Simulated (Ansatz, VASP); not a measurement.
Two plane-wave programs on GaS

File INCAR:

```
ALGO     = Normal         # electronic algorithm
EDIFF    = 1E-6           # SCF threshold, eV
ENCUT    = 500            # plane-wave cutoff, eV
GGA      = PE             # functional
GGA_COMPAT= False        
ISIF     = 2              # what is computed and relaxed
ISMEAR   = 0              # smearing method
IVDW     = 12             # dispersion correction
LASPH    = True           # aspherical terms in the spheres
LCHARG   = False          # write CHGCAR
LREAL    = False          # projectors in reciprocal space
LWAVE    = False          # write WAVECAR
NBANDS   = 48             # bands
NELM     = 120            # most SCF steps
PREC     = Accurate       # precision mode
SIGMA    = 0.02           # smearing width, eV
```

The input KPOINTS:

```
k-points
0
Gamma
  9 9 2
```

Contents of POSCAR:

```
GaS
1.0
    3.5917369857      0.0000000000      0.0000000000
   -1.7958684928      3.1105354733      0.0000000000
    0.0000000000      0.0000000000     15.4485186353
Ga S
4 4
Direct
    0.3333333333      0.6666666667      0.1707981398
    0.6666666667      0.3333333333      0.6707981398
    0.3333333333      0.6666666667      0.3292018602
    0.6666666667      0.3333333333      0.8292018602
    0.3333333333      0.6666666667      0.6004299004
    0.6666666667      0.3333333333      0.1004299004
    0.3333333333      0.6666666667      0.8995700996
    0.6666666667      0.3333333333      0.3995700996
```

Input for Ansatz:

```yaml
crystal:
  lattice:
    - [3.5917369857, 0.0, 0.0]
    - [-1.7958684928, 3.1105354733, 0.0]
    - [0.0, 0.0, 15.4485186353]
  atoms:
    - { symbol: Ga, position: [0.3333333333, 0.6666666667, 0.1707981398] }
    - { symbol: Ga, position: [0.6666666667, 0.3333333333, 0.6707981398] }
    - { symbol: Ga, position: [0.3333333333, 0.6666666667, 0.3292018602] }
    - { symbol: Ga, position: [0.6666666667, 0.3333333333, 0.8292018602] }
    - { symbol: S, position: [0.3333333333, 0.6666666667, 0.6004299004] }
    - { symbol: S, position: [0.6666666667, 0.3333333333, 0.1004299004] }
    - { symbol: S, position: [0.3333333333, 0.6666666667, 0.8995700996] }
    - { symbol: S, position: [0.6666666667, 0.3333333333, 0.3995700996] }
basis:
  ecutwfc: 420
kpoints:
  mp_grid: { grid: [9, 9, 2] }
  band_path:
    path:
      - [0.0, 0.0, 0.0]
      - [0.5, 0.0, 0.0]
      - [0.3333333333, 0.3333333333, 0.0]
      - [0.0, 0.0, 0.5]
      - [0.5, 0.0, 0.5]
      - [0.3333333333, 0.3333333333, 0.5]
      - [0.0, 0.5, 0.0]
    npoints: 1
hamiltonian:
  xc: pbe
  dispersion: d3bj
scf:
  occupations: { method: gaussian, width: 0.02 }
  n_extra_bands: 7
output:
  forces: true
  stress: true
  eigenvalues: true
```

Alike in both runs: task single point; functional PBE; dispersion D3(BJ); k mesh 9 × 9 × 2; occupations gaussian, width 0.02 eV; no spin polarisation.

|  | VASP | Ansatz |
| --- | --- | --- |
| version | VASP 6.6.1 | Ansatz 0.2.0 |
| potentials or method | VASP PAW PBE potentials, release 64 (Ga_d, S), cutoff 500 eV | scalar-relativistic, plane waves, PAW |
| valence electrons in the cell | 76 | 76 |

|  | VASP | Ansatz | Ansatz less VASP |
| --- | --- | --- | --- |
| gap on the k mesh at the Fermi level (eV) | 1.58 | 1.57 | -0.015 |
| least direct gap on the mesh (eV) | 1.66 | 1.64 | -0.015 |
| pressure (GPa) | -0.1 | 0.0 | +0.05 |
| traceless stress, the component that is largest in VASP (GPa) | 0.09 | 0.05 | -0.042 |
| rms of the force components (eV/Å) | 0.005 | 0.002 | -0.0029 |

Atom by atom the forces differ by 0.004 eV/Å (rms over components).
